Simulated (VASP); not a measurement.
A run of VASP 6.6.1 is set up as follows.

INCAR

```
ALGO = Normal
EDIFF = 1E-6
ENCUT = 520
GGA = PE
ISIF = 2
ISMEAR = 0
ISPIN = 2
LASPH = True
LCHARG = False
LMAXMIX = 4
LORBIT = 11
LREAL = False
LWAVE = False
MAGMOM = 0 1 1 0 0
NBANDS = 33
NELM = 150
PREC = Accurate
SIGMA = 0.1
```

Contents of KPOINTS:

```
k-points
0
Gamma
  4 4 4
```

POSCAR

```
HfSc2N2
1.0
   -2.6658057777      2.6658057777      2.7837977076
    2.6658057777     -2.6658057777      2.7837977076
    2.6658057777      2.6658057777     -2.7837977076
Hf Sc N
1 2 2
Direct
    0.5000000000      0.5000000000      0.0000000000
    0.2500000000      0.7500000000      0.5000000000
    0.7500000000      0.2500000000      0.5000000000
    0.1235700206      0.1235700206      0.0000000000
    0.8764299794      0.8764299794      0.0000000000
```

Potentials or basis: VASP PAW PBE potentials, release 64 (Hf_pv, Sc_sv, N).

The run is started by

```sh
$ cat potpaw_PBE.64/Hf_pv/POTCAR potpaw_PBE.64/Sc_sv/POTCAR potpaw_PBE.64/N/POTCAR > POTCAR
$ mpirun -np 1 vasp_std > vasp.out
```

Q: Estimate the pressure.

A: -0.3 GPa.

Q: Estimate the net moment.

A: 0.00 μB per cell.

Forces in eV/Å, atoms in the order of the input:
```
Hf   0.000  0.000  0.000
Sc   0.000  0.000  0.000
Sc   0.000  0.000  0.000
N    0.000  0.000  0.130
N    0.000  0.000 -0.130
```

Caveat: the k points lie up to 0.42 Å⁻¹ apart.
